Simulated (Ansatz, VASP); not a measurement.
One calculation of ZrB, two programs

```xyz
2
Lattice="0.0000 2.3556 2.3556 2.3556 0.0000 2.3556 2.3556 2.3556 0.0000" Properties=species:S:1:pos:R:3 pbc="T T T"
Zr    0.0000    0.0000    0.0000
B     2.3556    2.3556    2.3556
```

Alike in both runs: task single point; functional HSE06; k mesh 6 × 6 × 6; occupations fermi-dirac, width 0.05 eV; no spin polarisation.

|  | VASP | Ansatz |
| --- | --- | --- |
| version | VASP 6.6.1 | Ansatz 0.2.0 |
| potentials or method | VASP PAW PBE potentials, release 64 (Zr_sv, B) | Ansatz PAW |
| plane-wave cutoff (eV) | 520 | 420 |
| valence electrons in the cell | 15 | 15 |

```csv
,VASP,Ansatz,Ansatz less VASP
gap on the k mesh at the Fermi level (eV),none,none,-
pressure (GPa),23.4,23.3,-0.10
```

A gap of «none» marks a metal or a gap that the smearing closes.

The k mesh is coarse, so the values compare programs but aren't converged.
